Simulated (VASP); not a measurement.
# Ge in VASP: settings compared

Ge is run at these levels: PBEsol, r2SCAN; tasks: single point.

Program: VASP 6.6.1. These are calculated values, not measurements. Logs are shortened: lines on timing, memory, paths and dates and some standing lists are left out, and cuts for length are marked.

## Step 1: The cell of the first run

Symmetry: I4_1/amd, No. 141, tetragonal system. Conventional cell: a = 3.851 Å, b = 3.851 Å, c = 5.616 Å, α = 90.00°, β = 90.00°, γ = 90.00°. Within 3.1 Å of Ge (site symmetry -4m2) lie 4 Ge at 2.38 Å.

## Step 2: Single point, PBEsol (strained)

File INCAR:

```
  PREC = Accurate
  ENCUT = 520
  EDIFF = 1E-6
  ISMEAR = 0
  SIGMA = 0.1
  LREAL = F
  LASPH = T
  NELM = 60
  ALGO = Normal
  ISIF = 2
  LWAVE = F
  LCHARG = T
  GGA = PS
  LELF = T
  LVHAR = T
  NBANDS = 21
```

File KPOINTS:

```
Automatic mesh
0
Gamma
  12 12 12
```

File POSCAR:

```
Ge
1.0
    0.0000000000      2.7232003036      2.7232003036
    2.8080634036      0.0000000000      2.7232003036
    2.8080634036      2.7232003036      0.0000000000
Ge
2
Direct
    0.5000000000      0.5000000000      0.5000000000
    0.7500000000      0.7500000000      0.7500000000
```

Potentials or basis: VASP PAW PBE potentials, release 64 (Ge_d).

Started as:

```bash
cat potpaw_PBE.64/Ge_d/POTCAR > POTCAR
mpirun -np 1 vasp_std > vasp.out
```

OUTCAR:

```text
PREC = Accurate
   ENCUT = 520
   EDIFF = 1E-6
   ISMEAR = 0
   LREAL = F
   LASPH = T
   NELM = 60
   ISIF = 2
   GGA = PS

 ion  position               nearest neighbor table
   1  0.500  0.500  0.500-   2 2.38   2 2.38   2 2.38   2 2.38
   2  0.750  0.750  0.750-   1 2.38   1 2.38   1 2.38   1 2.38

  LATTYP: Found a body centered tetragonal cell.
 ALAT       =     3.8511868024
 C/A-ratio  =     1.4582847043

  Lattice vectors:

 A1 = (   2.8080634036,   0.0000000000,   2.7232003036)
 A2 = (   2.8080634036,   0.0000000000,  -2.7232003036)
 A3 = (  -2.8080634036,   2.7232003036,   0.0000000000)

Analysis of symmetry for initial positions (statically):
=====================================================================
 Subroutine PRICEL returns:
 Original cell was already a primitive cell.

 Routine SETGRP: Setting up the symmetry group for a
 body centered tetragonal supercell.

 Subroutine GETGRP returns: Found 16 space group operations
 (whereof  8 operations were pure point group operations)
 out of a pool of 16 trial point group operations.

The static configuration has the point symmetry D_2d.
 The point group associated with its full space group is D_4h.

Analysis of symmetry for dynamics (positions and initial velocities):
=====================================================================
 Subroutine PRICEL returns:
 Original cell was already a primitive cell.

 Routine SETGRP: Setting up the symmetry group for a
 body centered tetragonal supercell.

 Subroutine GETGRP returns: Found 16 space group operations
 (whereof  8 operations were pure point group operations)
 out of a pool of 16 trial point group operations.

The dynamic configuration has the point symmetry D_2d.
 The point group associated with its full space group is D_4h.

 Subroutine INISYM returns: Found 16 space group operations
 (whereof  8 operations are pure point group operations),
 and found     1 'primitive' translations

----------------------------------------------------------------------------------------

                                     Primitive cell

  volume of cell :      41.6482

  direct lattice vectors                    reciprocal lattice vectors
[... 81 lines left out ...]
   ISPIN  =      1    spin polarized calculation?
   LNONCOLLINEAR =      F non collinear calculations
   LSORBIT =      F    spin-orbit coupling
   LASPH  =      T    aspherical Exc in radial PAW
   ENCUT  =  520.0 eV  38.22 Ry    6.18 a.u.   7.16  7.27  7.27*2*pi/ulx,y,z
   NELM   =     60;   NELMIN=  2; NELMDL= -5     # of ELM steps
   EDIFF  = 0.1E-05   stopping-criterion for ELM
   LREAL  =      F    real-space projection
   EDIFFG = 0.1E-04   stopping-criterion for IOM
   NSW    =      0    number of steps for IOM
   IBRION =     -1    ionic relax: 0-MD 1-quasi-New 2-CG
   NFREE  =      0    steps in history (QN), initial steepest desc. (CG)
   ISIF   =      2    stress and relaxation
   ISYM   =      2    0-nonsym 1-usesym 2-fastsym
   POTIM  = 0.5000    time-step for ionic-motion
   TEBEG  =    0.0;   TEEND  =   0.0 temperature during run
   PSTRESS=    0.0 pullay stress
   NELECT =      28.0000    total number of electrons
   NUPDOWN=      -1.0000    fix difference up-down
   EMIN   =  10.00;   EMAX   =-10.00  energy-range for DOS
   EFERMI =   0.00;   METHOD = LEGACY
   ISMEAR =     0;   SIGMA  =   0.10  broadening in eV -4-tet -1-fermi 0-gaus
   EFERMI_NEDOS =   21; number of points for ismear=-14 and -15
   IALGO  =     38    algorithm
   IMIX   =      4    mixing-type and parameters
     AMIX     =   0.40;   BMIX     =  1.00
     AMIX_MAG =   1.60;   BMIX_MAG =  1.00
  volume/ion in A,a.u.               =      20.82       140.53
  Fermi-wavevector in a.u.,A,eV,Ry     =   1.434153  2.710156 27.984392  2.056795
  Thomas-Fermi vector in A             =   2.553593
   LORBIT       =      0    0 simple, 1 ext, 2 COOP (PROOUT), +10 PAW based schemes
   GGA     = PS    functional components
   LHFCALC =     F    Hartree Fock is set to
   AEXX    =    0.0000 exact exchange contribution
   IVDW    =     0    specifies the selected vdW correction
   LEPSILON=     F    determine dielectric tensor
   LRPA    =     F    only Hartree local field effects (RPA)
 non-spin polarized calculation
 Gauss-broadening in eV      SIGMA  =   0.10
  energy-cutoff  :      520.00
  volume of cell :       41.65
 maximum number of plane-waves:      1140
 NGX is ok and might be reduce to    30
   NGX = 15   NGY = 15   NGZ = 15

 number of electron      27.9999978 magnetization

 Free energy of the ion-electron system (eV)
  ---------------------------------------------------
  ext. energy  EPLUGINS =         0.00000000
  ---------------------------------------------------
  free energy    TOTEN  =        -9.77787425 eV

  energy without entropy =       -9.77778215  energy(sigma->0) =       -9.77782820

 E-fermi :   5.8701     XC(G=0): -10.5326

 val. band max:        5.7999814880   @ k =   0.0000   0.0000   0.0000
 cond. band min:       5.9702465391   @ k =   0.4167   0.4167   0.0000
 fundamental gap:      0.1702650511
 Fermi energy:         5.8701385889

 k-point     1 :       0.0000    0.0000    0.0000
  band No.  band energies     occupation
      1     -19.1917      2.00000
      2     -19.1917      2.00000
      3     -19.1815      2.00000
      4     -19.1475      2.00000
      5     -19.1421      2.00000
      6     -18.8930      2.00000
[... 565 lines left out ...]
     20      15.7066      0.00000
     21      16.4073      0.00000

 [... further k-points ...]

------------------------ aborting loop because EDIFF is reached ----------------------------------------

  FORCE on cell =-STRESS in cart. coord.  units (eV):
  Direction    XX          YY          ZZ          XY          YZ          ZX
  --------------------------------------------------------------------------------------
  -------------------------------------------------------------------------------------
  Total        1.5690255      2.2091770      2.2091770      0.0000000      0.0000000      0.0000000
  in kB       60.3593414     84.9855347     84.9855347      0.0000000      0.0000000      0.0000000
  external PRESSURE =      76.7768036 kB  Pullay stress =       0.0000000 kB

 VOLUME and BASIS-vectors are now :
 -----------------------------------------------------------------------------
  energy-cutoff  :      520.00
  volume of cell :       41.65
      direct lattice vectors                 reciprocal lattice vectors
     0.000000000  2.723200304  2.723200304    -0.178058658  0.183607500  0.183607500
     2.808063404  0.000000000  2.723200304     0.178058658 -0.183607500  0.183607500
     2.808063404  2.723200304  0.000000000     0.178058658  0.183607500 -0.183607500

 POSITION                                       TOTAL-FORCE (eV/Angst)
 -----------------------------------------------------------------------------------
      2.80806      2.72320      2.72320        -0.000000      0.000000     -0.000000
      4.21210      4.08480      4.08480         0.000000     -0.000000      0.000000
 -----------------------------------------------------------------------------------
    total drift:                                0.000000     -0.000000     -0.000000

  FREE ENERGIE OF THE ION-ELECTRON SYSTEM (eV)
  ---------------------------------------------------
  free  energy   TOTEN  =        -9.7778742470 eV

  energy  without entropy=       -9.7777821518  energy(sigma->0) =       -9.77782820
```

stdout:

```text
POSCAR found type information on POSCAR Ge
 POSCAR found :  1 types and       2 ions
 scaLAPACK will be used
 -----------------------------------------------------------------------------
|                                                                             |
|                                                                             |
|     You enforced a specific xc type in the INCAR file but a different       |
|     I HOPE YOU KNOW WHAT YOU ARE DOING!                                     |
|                                                                             |
 -----------------------------------------------------------------------------

 LDA part: xc-table for (Slater+PW92), standard interpolation
 POSCAR, INCAR and KPOINTS ok, starting setup
 FFT: planning ... GRIDC
 FFT: planning ... GRID_SOFT
 FFT: planning ... GRID
 WAVECAR not read
 entering main loop
```

Run time: 51 s. Hardware: 1 thread of Intel Xeon 6975P-C (Granite Rapids), shared host; peak memory 0.24 GiB.

Results:

```
Free energy            : -9.7779 eV
Pressure               : 7.7 GPa
Band gap on the k mesh : 0.17 eV (least direct gap 0.68 eV)
```

Caveat: the cell differs from its parent crystal (strained); the cell stands under pressure; the PAW data sets were made with another functional, which shifts forces and pressure a little.

## Step 3: Single point, r2SCAN (strained)

File POSCAR:

```
Ge
1.0
    0.0000000000      2.8405659709      2.8405659709
    2.8405659709      0.0000000000      2.8405659709
    2.8405659709      2.8405659709      0.0000000000
Ge
2
Direct
    0.5000000000      0.5000000000      0.5000000000
    0.7500000000      0.7500000000      0.7500000000
```

File INCAR.step1:

```
SYSTEM = Ge
PREC = Accurate
ENCUT = 520
ISMEAR = 0
SIGMA = 0.1
LREAL = .False.
LASPH = .True.
NELM = 100
NBANDS = 21
GGA = PE
ALGO = Normal
EDIFF = 1E-4
LWAVE = .True.
LCHARG = .False.
```

File INCAR.step2:

```
SYSTEM = Ge
PREC = Accurate
ENCUT = 520
EDIFF = 1E-6
ISMEAR = 0
SIGMA = 0.1
LREAL = .False.
LASPH = .True.
NELM = 100
ALGO = Normal
ISIF = 2
LWAVE = .False.
LCHARG = .False.
METAGGA = R2SCAN
LMIXTAU = .True.
NBANDS = 21
ISTART = 1
```

File KPOINTS:

```
regular mesh
0
Gamma
  14 14 14
  0 0 0
```

Potentials or basis: VASP PAW PBE potentials, release 64 (Ge_d).

Started as:

```bash
cat potpaw_PBE.64/Ge_d/POTCAR > POTCAR
cp INCAR.step1 INCAR
mpirun -np 1 vasp_std > vasp.out
cp INCAR.step2 INCAR
mpirun -np 1 vasp_std > vasp.out
```

OUTCAR:

```text
SYSTEM = Ge
   PREC = Accurate
   ENCUT = 520
   EDIFF = 1E-6
   ISMEAR = 0
   LREAL = .False.
   LASPH = .True.
   NELM = 100
   ISIF = 2
   METAGGA = R2SCAN
   ISTART = 1

 ion  position               nearest neighbor table
   1  0.500  0.500  0.500-   2 2.46   2 2.46   2 2.46   2 2.46
   2  0.750  0.750  0.750-   1 2.46   1 2.46   1 2.46   1 2.46

  LATTYP: Found a face centered cubic cell.
 ALAT       =     5.6811319418

  Lattice vectors:

[... 764 lines left out ...]
 [... further k-points ...]

------------------------ aborting loop because EDIFF is reached ----------------------------------------

  FORCE on cell =-STRESS in cart. coord.  units (eV):
  Direction    XX          YY          ZZ          XY          YZ          ZX
  --------------------------------------------------------------------------------------
  -------------------------------------------------------------------------------------
  Total       -0.0472213     -0.0472213     -0.0472213      0.0000000      0.0000000      0.0000000
  in kB       -1.6504569     -1.6504569     -1.6504569      0.0000000      0.0000000      0.0000000
  external PRESSURE =      -1.6504569 kB  Pullay stress =       0.0000000 kB

 VOLUME and BASIS-vectors are now :
 -----------------------------------------------------------------------------
  energy-cutoff  :      520.00
  volume of cell :       45.84
      direct lattice vectors                 reciprocal lattice vectors
     0.000000000  2.840565971  2.840565971    -0.176021260  0.176021260  0.176021260
     2.840565971  0.000000000  2.840565971     0.176021260 -0.176021260  0.176021260
     2.840565971  2.840565971  0.000000000     0.176021260  0.176021260 -0.176021260

 POSITION                                       TOTAL-FORCE (eV/Angst)
 -----------------------------------------------------------------------------------
      2.84057      2.84057      2.84057         0.000000      0.000000      0.000000
      4.26085      4.26085      4.26085        -0.000000     -0.000000     -0.000000
 -----------------------------------------------------------------------------------
    total drift:                                0.000000     -0.000000     -0.000000

  FREE ENERGIE OF THE ION-ELECTRON SYSTEM (eV)
  ---------------------------------------------------
  free  energy   TOTEN  =       -27.7449980720 eV

  energy  without entropy=      -27.7449884858  energy(sigma->0) =      -27.74499328
```

OSZICAR.step1:

```text
N       E                     dE             d eps       ncg     rms          rms(c)
DAV:   1     0.192696676417E+03    0.19270E+03   -0.14747E+04  4904   0.364E+03
DAV:   2     0.188587676930E+02   -0.17384E+03   -0.16858E+03  4383   0.610E+02
DAV:   3    -0.817691398452E+01   -0.27036E+02   -0.26848E+02  5028   0.143E+02
DAV:   4    -0.908939923323E+01   -0.91249E+00   -0.91201E+00  4963   0.309E+01
DAV:   5    -0.910426668078E+01   -0.14867E-01   -0.14867E-01  4903   0.438E+00    0.315E+00
DAV:   6    -0.904837026715E+01    0.55896E-01   -0.21346E-02  5102   0.145E+00    0.186E+00
DAV:   7    -0.901896197725E+01    0.29408E-01   -0.46188E-02  4815   0.193E+00    0.145E-01
DAV:   8    -0.902061307593E+01   -0.16511E-02   -0.56689E-03  4958   0.909E-01    0.429E-02
DAV:   9    -0.902081946699E+01   -0.20639E-03   -0.24336E-04  4091   0.174E-01    0.137E-02
DAV:  10    -0.902083538409E+01   -0.15917E-04   -0.28587E-05  3374   0.550E-02
   1 F= -.90208354E+01 E0= -.90207612E+01  d E =-.148468E-03
```

Run time: 2 min. Hardware: 1 thread of Intel Xeon 6975P-C (Granite Rapids), shared host; peak memory 0.22 GiB.

Results:

```
Free energy            : -27.7450 eV
Pressure               : -0.2 GPa
Band gap on the k mesh : 0.28 eV
```

Caveat: the cell differs from its parent crystal (strained); the PAW data sets were made with another functional, which shifts forces and pressure a little.
